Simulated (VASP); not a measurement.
# Hf2BeCN2 (P4/mmm) in VASP: a series of runs, part 2 of 2

VASP 6.6.1. The steps go on from the part before.

### Step 3. Single point, PBE

This run uses another cell than the first one, of 12.12 Å³/atom.

Contents of INCAR:

```
SYSTEM = Hf2BeCN2
PREC = Accurate
ENCUT = 520
EDIFF = 1E-6
ISMEAR = 0
SIGMA = 0.1
LREAL = .FALSE.
LASPH = .TRUE.
NELM = 60
ALGO = Normal
ISIF = 2
LWAVE = .FALSE.
LCHARG = .FALSE.
GGA = PE
NBANDS = 27
```

Contents of KPOINTS:

```
Automatic mesh
0
G
  6 6 4
  0 0 0
```

Contents of POSCAR:

```
Hf2BeCN2
1.0
    3.4514476600      0.0000000000      0.0000000000
    0.0000000000      3.4514476600      0.0000000000
    0.0000000000      0.0000000000      6.1027106400
Hf Be C N
2 1 1 2
Direct
    0.0000000000      0.0000000000      0.2425250000
    0.0000000000      0.0000000000      0.7574750000
    0.5000000000      0.5000000000      0.0000000000
    0.5000000000      0.5000000000      0.5000000000
    0.0000000000      0.5000000000      0.0000000000
    0.5000000000      0.0000000000      0.0000000000
```

Potentials or basis: VASP PAW PBE potentials, release 64 (Hf_pv, Be, C, N).

On the command line:

```
$ cat potpaw_PBE.64/Hf_pv/POTCAR potpaw_PBE.64/Be/POTCAR potpaw_PBE.64/C/POTCAR potpaw_PBE.64/N/POTCAR > POTCAR
$ mpirun -np 1 vasp_std > vasp.out
```

OUTCAR:

```text
SYSTEM = Hf2BeCN2
   PREC = Accurate
   ENCUT = 520
   EDIFF = 1E-6
   ISMEAR = 0
   LREAL = .FALSE.
   LASPH = .TRUE.
   NELM = 60
   ISIF = 2
   GGA = PE

 ion  position               nearest neighbor table
   1  0.000  0.000  0.243-   5 2.27   6 2.27   5 2.27   6 2.27   3 2.85   3 2.85   3 2.85   3 2.85
                             4 2.90   4 2.90   4 2.90   4 2.90   2 2.96   2 3.14
   2  0.000  0.000  0.757-   5 2.27   6 2.27   5 2.27   6 2.27   3 2.85   3 2.85   3 2.85   3 2.85
                             4 2.90   4 2.90   4 2.90   4 2.90   1 2.96   1 3.14
   3  0.500  0.500  0.000-   5 1.73   6 1.73   6 1.73   5 1.73   1 2.85   2 2.85   1 2.85   1 2.85
                             2 2.85   2 2.85   1 2.85   2 2.85
   4  0.500  0.500  0.500-   1 2.90   2 2.90   1 2.90   2 2.90   1 2.90   2 2.90   1 2.90   2 2.90

   5  0.000  0.500  0.000-   3 1.73   3 1.73   1 2.27   1 2.27   2 2.27   2 2.27
   6  0.500  0.000  0.000-   3 1.73   3 1.73   1 2.27   2 2.27   1 2.27   2 2.27

  LATTYP: Found a simple tetragonal cell.
 ALAT       =     3.4514476600
 C/A-ratio  =     1.7681596945

  Lattice vectors:

 A1 = (   3.4514476600,   0.0000000000,   0.0000000000)
 A2 = (   0.0000000000,   3.4514476600,   0.0000000000)
 A3 = (   0.0000000000,   0.0000000000,   6.1027106400)

Analysis of symmetry for initial positions (statically):
=====================================================================
 Subroutine PRICEL returns:
 Original cell was already a primitive cell.

 Routine SETGRP: Setting up the symmetry group for a
 simple tetragonal supercell.

 Subroutine GETGRP returns: Found 16 space group operations
 (whereof 16 operations were pure point group operations)
 out of a pool of 16 trial point group operations.

The static configuration has the point symmetry D_4h.

Analysis of symmetry for dynamics (positions and initial velocities):
=====================================================================
 Subroutine PRICEL returns:
 Original cell was already a primitive cell.

 Routine SETGRP: Setting up the symmetry group for a
 simple tetragonal supercell.

 Subroutine GETGRP returns: Found 16 space group operations
 (whereof 16 operations were pure point group operations)
 out of a pool of 16 trial point group operations.

The dynamic configuration has the point symmetry D_4h.

 Subroutine INISYM returns: Found 16 space group operations
 (whereof 16 operations are pure point group operations),
 and found     1 'primitive' translations

----------------------------------------------------------------------------------------

                                     Primitive cell

  volume of cell :      72.6985

  direct lattice vectors                    reciprocal lattice vectors
     3.451447660  0.000000000  0.000000000     0.289733497  0.000000000  0.000000000
     0.000000000  3.451447660  0.000000000     0.000000000  0.289733497  0.000000000
     0.000000000  0.000000000  6.102710640     0.000000000  0.000000000  0.163861612

  length of vectors
     3.451447660  3.451447660  6.102710640     0.289733497  0.289733497  0.163861612

  position of ions in fractional coordinates (direct lattice)
     0.000000000  0.000000000  0.242525000
     0.000000000  0.000000000  0.757475000
     0.500000000  0.500000000  0.000000000
     0.500000000  0.500000000  0.500000000
     0.000000000  0.500000000  0.000000000
     0.500000000  0.000000000  0.000000000
[... 43 lines left out ...]
  0.333333  0.166667  0.000000      8.000000
[... 16 lines left out ...]
  0.333333  0.000000  0.500000      4.000000
  0.500000  0.000000  0.500000      2.000000
 [... further k-points ...]
   k-points           NKPTS =     30   k-points in BZ     NKDIM =     30   number of bands    NBANDS=     27
   number of dos      NEDOS =    301   number of ions     NIONS =      6
   total plane-waves  NPLWV =  37632
   dimension x,y,z NGX =    28 NGY =   28 NGZ =   48
   dimension x,y,z NGXF=    56 NGYF=   56 NGZF=   96
   ions per type =               2   1   1   2
   NGX,Y,Z   is equivalent  to a cutoff of  13.49, 13.49, 13.08 a.u.
   NGXF,Y,Z  is equivalent  to a cutoff of  26.97, 26.97, 26.15 a.u.
 SYSTEM =  Hf2BeCN2
   PREC   = accura    normal or accurate (medium, high low for compatibility)
   ISTART =      0    job   : 0-new  1-cont  2-samecut
   ICHARG =      2    charge: 1-file 2-atom 10-const
   ISPIN  =      1    spin polarized calculation?
   LNONCOLLINEAR =      F non collinear calculations
   LSORBIT =      F    spin-orbit coupling
   LASPH  =      T    aspherical Exc in radial PAW
   ENCUT  =  520.0 eV  38.22 Ry    6.18 a.u.   6.42  6.42 11.35*2*pi/ulx,y,z
   NELM   =     60;   NELMIN=  2; NELMDL= -5     # of ELM steps
   EDIFF  = 0.1E-05   stopping-criterion for ELM
   LREAL  =      F    real-space projection
   EDIFFG = 0.1E-04   stopping-criterion for IOM
   NSW    =      0    number of steps for IOM
   IBRION =     -1    ionic relax: 0-MD 1-quasi-New 2-CG
   NFREE  =      0    steps in history (QN), initial steepest desc. (CG)
   ISIF   =      2    stress and relaxation
   ISYM   =      2    0-nonsym 1-usesym 2-fastsym
   POTIM  = 0.5000    time-step for ionic-motion
   TEBEG  =    0.0;   TEEND  =   0.0 temperature during run
   PSTRESS=    0.0 pullay stress
   NELECT =      36.0000    total number of electrons
   NUPDOWN=      -1.0000    fix difference up-down
   EMIN   =  10.00;   EMAX   =-10.00  energy-range for DOS
   EFERMI =   0.00;   METHOD = LEGACY
   ISMEAR =     0;   SIGMA  =   0.10  broadening in eV -4-tet -1-fermi 0-gaus
   EFERMI_NEDOS =   21; number of points for ismear=-14 and -15
   IALGO  =     38    algorithm
   IMIX   =      4    mixing-type and parameters
     AMIX     =   0.40;   BMIX     =  1.00
     AMIX_MAG =   1.60;   BMIX_MAG =  1.00
  volume/ion in A,a.u.               =      12.12        81.77
  Fermi-wavevector in a.u.,A,eV,Ry     =   1.295191  2.447556 22.824048  1.677520
  Thomas-Fermi vector in A             =   2.426727
   LORBIT       =      0    0 simple, 1 ext, 2 COOP (PROOUT), +10 PAW based schemes
   GGA     = PE    functional components
   LHFCALC =     F    Hartree Fock is set to
   AEXX    =    0.0000 exact exchange contribution
   IVDW    =     0    specifies the selected vdW correction
   LEPSILON=     F    determine dielectric tensor
   LRPA    =     F    only Hartree local field effects (RPA)
 non-spin polarized calculation
 Gauss-broadening in eV      SIGMA  =   0.10
  energy-cutoff  :      520.00
  volume of cell :       72.70
 maximum number of plane-waves:      1982
 NGX is ok and might be reduce to    28
   NGX = 13   NGY = 13   NGZ = 23

 number of electron      36.0000001 magnetization

 Free energy of the ion-electron system (eV)
  ---------------------------------------------------
  ext. energy  EPLUGINS =         0.00000000
  ---------------------------------------------------
  free energy    TOTEN  =       -51.47704063 eV

  energy without entropy =      -51.46710355  energy(sigma->0) =      -51.47207209

 E-fermi :   5.7357     XC(G=0): -11.4810

 val. band max:        5.7286326437   @ k =   0.0000   0.0000   0.2500
 cond. band min:       5.7477944358   @ k =   0.5000   0.0000   0.0000
 fundamental gap:      0.0191617921
 Fermi energy:         5.7357195552

 k-point     1 :       0.0000    0.0000    0.0000
  band No.  band energies     occupation
      1     -26.2492      2.00000
      2     -25.8031      2.00000
      3     -25.8031      2.00000
      4     -25.7189      2.00000
      5     -25.7189      2.00000
      6     -25.5521      2.00000
[... 709 lines left out ...]
     26      10.1433      0.00000
     27      10.5226      0.00000

 [... further k-points ...]

------------------------ aborting loop because EDIFF is reached ----------------------------------------

  FORCE on cell =-STRESS in cart. coord.  units (eV):
  Direction    XX          YY          ZZ          XY          YZ          ZX
  --------------------------------------------------------------------------------------
  -------------------------------------------------------------------------------------
  Total       -3.8556988     -3.8556988    -12.6952293      0.0000000     -0.0000000      0.0000000
  in kB      -84.9744426    -84.9744426   -279.7858654      0.0000000     -0.0000000      0.0000000
  external PRESSURE =    -149.9115835 kB  Pullay stress =       0.0000000 kB

 VOLUME and BASIS-vectors are now :
 -----------------------------------------------------------------------------
  energy-cutoff  :      520.00
  volume of cell :       72.70
      direct lattice vectors                 reciprocal lattice vectors
     3.451447660  0.000000000  0.000000000     0.289733497  0.000000000  0.000000000
     0.000000000  3.451447660  0.000000000     0.000000000  0.289733497  0.000000000
     0.000000000  0.000000000  6.102710640     0.000000000  0.000000000  0.163861612

 POSITION                                       TOTAL-FORCE (eV/Angst)
 -----------------------------------------------------------------------------------
      0.00000      0.00000      1.48006         0.000000      0.000000     -0.515464
      0.00000      0.00000      4.62265        -0.000000      0.000000      0.515464
      1.72572      1.72572      0.00000         0.000000      0.000000      0.000000
      1.72572      1.72572      3.05136         0.000000      0.000000      0.000000
      0.00000      1.72572      0.00000         0.000000      0.000000      0.000000
      1.72572      0.00000      0.00000         0.000000      0.000000      0.000000
 -----------------------------------------------------------------------------------
    total drift:                               -0.000000     -0.000000     -0.000000

  FREE ENERGIE OF THE ION-ELECTRON SYSTEM (eV)
  ---------------------------------------------------
  free  energy   TOTEN  =       -51.4770406305 eV

  energy  without entropy=      -51.4671035476  energy(sigma->0) =      -51.47207209
```

OSZICAR:

```text
N       E                     dE             d eps       ncg     rms          rms(c)
DAV:   1     0.149427292703E+03    0.14943E+03   -0.19424E+04  1620   0.128E+03
DAV:   2    -0.510880451331E+02   -0.20052E+03   -0.19200E+03  1965   0.314E+02
DAV:   3    -0.625095350321E+02   -0.11421E+02   -0.11304E+02  2229   0.638E+01
DAV:   4    -0.626790111511E+02   -0.16948E+00   -0.16910E+00  2112   0.829E+00
DAV:   5    -0.626827247210E+02   -0.37136E-02   -0.37103E-02  2250   0.102E+00    0.542E+01
DAV:   6    -0.519461820599E+02    0.10737E+02   -0.48180E+01  2043   0.311E+01    0.442E+01
DAV:   7    -0.517026950156E+02    0.24349E+00   -0.50397E+00  2187   0.107E+01    0.283E+01
DAV:   8    -0.520786564157E+02   -0.37596E+00   -0.48638E+00  2254   0.873E+00    0.587E+00
DAV:   9    -0.514841306447E+02    0.59453E+00   -0.16066E+00  2225   0.521E+00    0.298E+00
DAV:  10    -0.514772868071E+02    0.68438E-02   -0.14424E-01  1931   0.191E+00    0.197E+00
DAV:  11    -0.514771423538E+02    0.14445E-03   -0.71252E-03  2211   0.479E-01    0.351E-01
DAV:  12    -0.514771006921E+02    0.41662E-04   -0.16397E-03  2023   0.209E-01    0.420E-01
DAV:  13    -0.514770391285E+02    0.61564E-04   -0.23014E-04  2048   0.847E-02    0.178E-01
DAV:  14    -0.514770404807E+02   -0.13522E-05   -0.27993E-05  2101   0.297E-02    0.153E-02
DAV:  15    -0.514770406305E+02   -0.14977E-06   -0.13677E-06  1445   0.710E-03
   1 F= -.51477041E+02 E0= -.51472072E+02  d E =-.993708E-02
```

stdout:

```text
POSCAR found type information on POSCAR HfBeC N
 POSCAR found :  4 types and       6 ions
 scaLAPACK will be used
 LDA part: xc-table for (Slater+PW92), standard interpolation
 POSCAR, INCAR and KPOINTS ok, starting setup
 FFT: planning ... GRIDC
 FFT: planning ... GRID_SOFT
 FFT: planning ... GRID
 WAVECAR not read
 entering main loop
```

Wall time 66 s (1 thread of Intel Xeon Platinum 8488C (Sapphire Rapids), shared host); peak memory 0.22 GiB.

Results:

| Quantity | Value |
| --- | --- |
| Free energy | -51.4770 eV |
| Pressure | -15.0 GPa |
| Largest force | 0.515 eV/Å |
| Band gap on the k mesh | zero (bands 18 and 19 overlap by 0.61 eV) |

Forces in eV/Å, atoms in the order of the input:
```
Hf   0.000  0.000 -0.515
Hf   0.000  0.000  0.515
Be   0.000  0.000  0.000
C    0.000  0.000  0.000
N    0.000  0.000  0.000
N    0.000  0.000  0.000
```

Stress tensor (GPa, compression positive):
```
 -8.50   0.00   0.00
  0.00  -8.50   0.00
  0.00   0.00 -27.98
```

Levels at points of the mesh, in eV from the Fermi level:
```
           k point  band 15  band 16  band 17  band 18  band 19  band 20  band 21  band 22
(0.00, 0.00, 0.00)    -1.83    -1.83    -0.59     0.37     0.37     0.78     2.37     2.69
(0.50, 0.00, 0.00)    -3.74    -3.43    -1.40     0.01     0.66     1.62     2.63     3.79
(0.50, 0.50, 0.00)    -3.02    -3.02    -0.53     0.43     0.83     3.01     3.19     3.49
(0.00, 0.00, 0.50)    -1.50    -1.50    -0.41    -0.41     0.78     1.48     1.53     2.87
(0.50, 0.00, 0.50)    -3.92    -2.52    -1.38    -0.52     0.71     2.14     2.27     3.00
(0.50, 0.50, 0.50)    -2.88    -1.33    -0.69    -0.52     0.43     0.45     2.94     2.94
```

Caveat: the cell stands under tension; spin-orbit coupling is left out, which moves the levels of the heavy elements.

### Step 4. Relaxation of cell and atoms, PBE

This run uses another cell than the first one, of 12.12 Å³/atom.

Contents of INCAR:

```
ALGO = Normal
EDIFF = 1E-6
EDIFFG = -0.04
ENCUT = 600
GGA = PE
IBRION = 2
ISIF = 3
ISMEAR = 0
LASPH = True
LCHARG = False
LREAL = False
LWAVE = False
NELM = 100
NSW = 90
PREC = Accurate
SIGMA = 0.1
```

Contents of KPOINTS:

```
k-points
0
Gamma
  6 6 4
```

POSCAR is that of step 3.

On the command line:

```
$ cat potpaw_PBE.64/Hf_pv/POTCAR potpaw_PBE.64/Be/POTCAR potpaw_PBE.64/C/POTCAR potpaw_PBE.64/N/POTCAR > POTCAR
$ mpirun -np 1 vasp_std > vasp.out
```

Run time: 4.3 min. Hardware: 1 thread of Intel Xeon Platinum 8488C (Sapphire Rapids), shared host; peak memory 0.24 GiB.

Results (log left out):

```yaml
Free_energy: -52.0136 eV
Relaxed_volume: 10.91 Å³/atom
Relaxed_cell: a = 3.398 Å, b = 3.398 Å, c = 5.666 Å, α = 90.00°, β = 90.00°, γ = 90.00°
Space_group_after_relaxing_to_0.1_Å: P4/mmm (No. 123)
Energy_gained_by_relaxing: 88.8 meV/atom
Ionic_steps: 7
Pressure_after_relaxing: 0.3 GPa
Largest_force_after_relaxing: 0.015 eV/Å
Band_gap_on_the_k_mesh: zero (bands 18 and 19 overlap by 0.67 eV)
```

Forces on the atoms (eV/Å):
```
Hf   0.000  0.000  0.015
Hf   0.000  0.000 -0.015
Be   0.000  0.000  0.000
C    0.000  0.000  0.000
N    0.000  0.000  0.000
N    0.000  0.000  0.000
```

Stress tensor (GPa, compression positive):
```
0.20 0.00 0.00
0.00 0.20 0.00
0.00 0.00 0.38
```

Step by step:
| step | energy change (eV) | largest force (eV/Å) | pressure (GPa) | volume (Å³) |
| --- | --- | --- | --- | --- |
| 1 | 0.0000 | 0.5147 | -15.07 | 72.70 |
| 2 | -0.0210 | 4.2743 | 22.64 | 61.24 |
| 3 | -0.4491 | 1.4890 | 0.67 | 66.55 |
| 4 | -0.5132 | 0.7075 | -0.96 | 65.41 |
| 5 | -0.5321 | 0.0658 | -0.54 | 65.78 |
| 6 | -0.5321 | 0.0343 | -0.55 | 65.76 |
| 7 | -0.5329 | 0.0154 | 0.26 | 65.43 |

Final structure:
```
Hf Be C N
1.0
     3.39835    0.00000    0.00000
     0.00000    3.39835    0.00000
     0.00000    0.00000    5.66594
Hf Be C N
2 1 1 2
Cartesian
  0.0000 0.0000 1.4071
  0.0000 0.0000 4.2588
  1.6992 1.6992 0.0000
  1.6992 1.6992 2.8330
  0.0000 1.6992 0.0000
  1.6992 0.0000 0.0000
```

Levels at points of the mesh, in eV from the Fermi level:
| k point | band 15 | band 16 | band 17 | band 18 | band 19 | band 20 | band 21 | band 22 |
| --- | --- | --- | --- | --- | --- | --- | --- | --- |
| (0.00, 0.00, 0.00) | -2.03 | -2.03 | -0.02 | 0.46 | 0.46 | 1.14 | 2.96 | 3.72 |
| (0.50, 0.00, 0.00) | -3.65 | -3.45 | -1.06 | -0.11 | 0.62 | 2.07 | 2.91 | 4.82 |
| (0.50, 0.50, 0.00) | -3.30 | -3.30 | -0.67 | 0.60 | 0.96 | 4.23 | 4.26 | 4.61 |
| (0.00, 0.00, 0.50) | -1.52 | -1.52 | -0.57 | -0.57 | 1.03 | 2.27 | 2.42 | 3.29 |
| (0.50, 0.00, 0.50) | -3.91 | -2.25 | -1.08 | -0.76 | 1.37 | 2.32 | 2.34 | 3.42 |
| (0.50, 0.50, 0.50) | -3.07 | -1.07 | -0.65 | 0.06 | 0.60 | 0.76 | 3.82 | 3.82 |

Caveat: spin-orbit coupling is left out, which moves the levels of the heavy elements.

### Step 5. Overview

| task | cell | cutoff (eV) | gap on the mesh (eV) | pressure (GPa) | largest force (eV/Å) |
| --- | --- | --- | --- | --- | --- |
| single point | a = 3.405, b = 3.405, c = 5.698 Å, 6 atoms, atomic positions A | 520 | none | -1.7 | 0.20 |
| single point | a = 3.451, b = 3.451, c = 6.103 Å, 6 atoms, atomic positions B | 520 | none | -15.0 | 0.52 |
| relaxation of cell and atoms | relaxed from a = 3.451, b = 3.451, c = 6.103 Å, 6 atoms, atomic positions B | 600 | none | 0.3 | 0.02 |

Alike in all rows: level PBE; potentials or basis VASP PAW PBE potentials, release 64 (Hf_pv, Be, C, N); no spin polarisation; k mesh 6 × 6 × 4; smearing gaussian 0.1 eV.

Caveats: spin-orbit coupling is left out, which moves the levels of the heavy elements; the cell stands under tension (at least some runs).

Absolute energies hang on the potentials; compare differences alone.
